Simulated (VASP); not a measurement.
Wanted: the native input for a VASP 6.6.1 run.

```
Task                   : single point
Functional             : r2SCAN
Potentials or basis    : VASP PAW PBE potentials, release 64 (Ta_sv_GW, Sc_sv, N)
Cutoff                 : 770 eV
k mesh                 : 10 × 10 × 3
Occupations            : fermi-dirac, width 0.05 eV
Spin                   : no spin polarisation
Dipole correction      : no
Further INCAR settings : ALGO = Normal; EDIFF = 1e-06; NBANDS = 38
```

Crystal: ScTaN.

```
Ta Sc N
1.0
     3.07142    0.00000    0.00000
    -1.53571    2.65993    0.00000
     0.00000    0.00000   10.29701
Ta Sc N
2 2 2
Cartesian
  0.0000 1.7733 2.5283
  1.5357 0.8866 7.7687
  0.0000 0.0000 0.0000
  0.0000 0.0000 5.1485
  0.0000 1.7733 6.4769
  1.5357 0.8866 3.8201
```

One way to write it, as run:

POSCAR

```
ScTaN
1.0
    3.0714206780      0.0000000000      0.0000000000
   -1.5357103390      2.6599283329      0.0000000000
    0.0000000000      0.0000000000     10.2970088463
Ta Sc N
2 2 2
Direct
    0.3333333333      0.6666666667      0.2455406532
    0.6666666667      0.3333333333      0.7544593468
    0.0000000000      0.0000000000      0.0000000000
    0.0000000000      0.0000000000      0.5000000000
    0.3333333333      0.6666666667      0.6290112854
    0.6666666667      0.3333333333      0.3709887146
```

INCAR.step1

```
SYSTEM = ScTaN
  PREC = Accurate
  ENCUT = 770
  ISMEAR = -1
  SIGMA = 0.05
  LREAL = .False.
  LASPH = .True.
  NELM = 120
  NBANDS = 38
  GGA = PE
  ALGO = Normal
  EDIFF = 1E-5
  LWAVE = .True.
  LCHARG = .False.
  GGA_COMPAT = .False.
```

INCAR.step2

```
SYSTEM = ScTaN
  PREC = Accurate
  ENCUT = 770
  EDIFF = 1E-6
  ISMEAR = -1
  SIGMA = 0.05
  LREAL = .False.
  LASPH = .True.
  NELM = 120
  ALGO = Normal
  ISIF = 2
  LWAVE = .False.
  LCHARG = .False.
  METAGGA = R2SCAN
  LMIXTAU = .True.
  NBANDS = 38
  ISTART = 1
  GGA_COMPAT = .False.
```

KPOINTS

```
regular mesh
0
Gamma
  10 10 3
  0 0 0
```

Potentials or basis: VASP PAW PBE potentials, release 64 (Ta_sv_GW, Sc_sv, N).

Command:

```bash
$ cat potpaw_PBE.64/Ta_sv_GW/POTCAR potpaw_PBE.64/Sc_sv/POTCAR potpaw_PBE.64/N/POTCAR > POTCAR
$ cp INCAR.step1 INCAR
$ mpirun -np 1 vasp_std > vasp.out
$ cp INCAR.step2 INCAR
$ mpirun -np 1 vasp_std > vasp.out
```

It gave:

```json
{"Pressure": "0.6 GPa", "Largest force": "0.078 eV/Å", "Band gap on the k mesh": "zero (bands 29 and 30 overlap by 0.89 eV)"}
```

Caveat: the PAW data sets were made with another functional, which shifts forces and pressure a little; spin-orbit coupling is left out, which moves the levels of the heavy elements.

It took 19 min on 1 thread of Intel(R) Xeon(R) Platinum 8488C (Sapphire Rapids), on a shared host, peak memory 0.43 GiB.
